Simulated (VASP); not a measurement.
The system is Ti.

```xyz
2
Lattice="2.9500 0.0000 0.0000 -1.4750 2.5548 0.0000 0.0000 0.0000 4.6800" Properties=species:S:1:pos:R:3 pbc="T T T"
Ti    0.0000    1.7032    1.1700
Ti    1.4750    0.8516    3.5100
```

* Program: VASP 6.6.1
* Task: relaxation of cell and atoms
* Functional: LDA
* Potentials or basis: VASP PAW LDA potentials, release 64 (Ti_sv)
* Cutoff: 600 eV
* k mesh: 20 × 20 × 12
* Occupations: gaussian, width 0.3 eV
* Spin: no spin polarisation

At the start: pressure -9.6 GPa; volume 17.64 Å³/atom.

Where does the relaxation end?

Over 5 steps the energy falls by 49.5 meV/atom and the volume is 16.10 Å³/atom (-8.7 %); space group P6_3/mmc (No. 194, to 0.1 Å) before and after.

The path:
```tsv
step	energy change (eV)	largest force (eV/Å)	pressure (GPa)	volume (Å³)
1	0.0000	0.0000	-9.64	35.27
2	-0.0412	0.0000	9.31	30.12
3	-0.0990	0.0000	-0.07	32.23
4	-0.0990	0.0000	0.10	32.17
5	-0.0990	0.0000	-0.01	32.21
```

Final structure:
```
CELL_PARAMETERS angstrom
2.86292 0.00000 0.00000
-1.43146 2.47936 0.00000
0.00000 0.00000 4.53759
ATOMIC_POSITIONS crystal
Ti 0.33333 0.66667 0.25000
Ti 0.66667 0.33333 0.75000
```

Caveat: so wide a smearing shifts energies and pressures.
